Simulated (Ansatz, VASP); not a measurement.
# Two plane-wave programs on TaN

The input INCAR:

```
PREC     = Accurate       # precision mode
ENCUT    = 520            # plane-wave cutoff, eV
EDIFF    = 1E-6           # SCF threshold, eV
ISMEAR   = -1             # smearing method
SIGMA    = 0.02           # smearing width, eV
LREAL    = F              # projectors in reciprocal space
LASPH    = T              # aspherical terms in the spheres
NELM     = 80             # most SCF steps
ALGO     = Normal         # electronic algorithm
ISIF     = 2              # what is computed and relaxed
LWAVE    = F              # write WAVECAR
LCHARG   = F              # write CHGCAR
GGA      = PE             # functional
NBANDS   = 15             # bands
```

KPOINTS

```
Automatic mesh
0
Gamma
  18 18 16
```

File POSCAR:

```
TaN
1.0
    2.9379988584      0.0000000000      0.0000000000
   -1.4689994292      2.5443816477      0.0000000000
    0.0000000000      0.0000000000      2.8830000000
Ta N
1 1
Direct
    0.3333333333      0.6666666667      0.5000000000
    0.0000000000      0.0000000000      0.0000000000
```

Input for Ansatz:

```yaml
crystal:
  lattice:
    - [2.9379988584, 0.0, 0.0]
    - [-1.4689994292, 2.5443816477, 0.0]
    - [0.0, 0.0, 2.883]
  atoms:
    - { symbol: Ta, position: [0.3333333333, 0.6666666667, 0.5] }
    - { symbol: "N", position: [0.0, 0.0, 0.0] }
basis:
  ecutwfc: 420
kpoints:
  mp_grid: { grid: [18, 18, 16] }
hamiltonian:
  xc: pbe
scf:
  occupations: { method: fermi_dirac, width: 0.02 }
output:
  forces: true
  stress: true
  eigenvalues: true
```

Alike in both runs: task single point; functional PBE; k mesh 18 × 18 × 16; occupations fermi-dirac, width 0.02 eV; no spin polarisation.

|  | VASP | Ansatz |
| --- | --- | --- |
| version | VASP 6.6.1 | Ansatz 0.2.0 |
| potentials or method | VASP PAW PBE potentials, release 64 (Ta_pv, N), cutoff 520 eV | scalar-relativistic, plane waves, PAW |
| valence electrons in the cell | 16 | 18 |

VASP gave:

```
gap on the k mesh at the Fermi level (eV)                     : none
pressure (GPa)                                                : 5.4
traceless stress, the component that is largest in VASP (GPa) : 0.90
```

Q: Estimate Ansatz's values.

A: gap on the k mesh at the Fermi level (eV): none; pressure (GPa): 4.7; traceless stress, the component that is largest in VASP (GPa): 0.78.

A gap of «none» marks a metal or a gap that the smearing closes. With one functional, cell and mesh, what is left measures potentials, basis and numerics. VASP's potentials hold 16 valence electrons a cell and Ansatz's 18, so a difference there can come from the potentials and not from the codes.

Neither program's run includes spin-orbit coupling.
